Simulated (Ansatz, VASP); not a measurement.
**One calculation of C, two programs**

```
CELL_PARAMETERS angstrom
2.45591 0.00000 0.00000
-1.22796 2.12688 0.00000
0.00000 0.00000 7.01063
ATOMIC_POSITIONS crystal
C 0.00000 0.00000 0.25000
C 0.00000 0.00000 0.75000
C 0.33333 0.66667 0.25000
C 0.66667 0.33333 0.75000
```

Alike in both runs: task single point; functional r2SCAN; k mesh 5 × 5 × 2; occupations fermi-dirac, width 0.05 eV; no spin polarisation.

|  | VASP | Ansatz |
| --- | --- | --- |
| version | VASP 6.6.1 | Ansatz 0.2.0 |
| potentials or method | VASP PAW PBE potentials, release 64 (C), cutoff 520 eV | plane waves (500 eV) with PAW, scalar-relativistic |
| valence electrons in the cell | 16 | 16 |

|  | VASP | Ansatz | Ansatz less VASP |
| --- | --- | --- | --- |
| pressure (GPa) | 0.8 | 0.2 | -0.64 |
| traceless stress, the component that is largest in VASP (GPa) | -1.19 | -0.42 | +0.768 |

VASP's potentials were made for PBE, not for r2SCAN.

The k mesh is coarse, so the values compare programs but aren't converged.
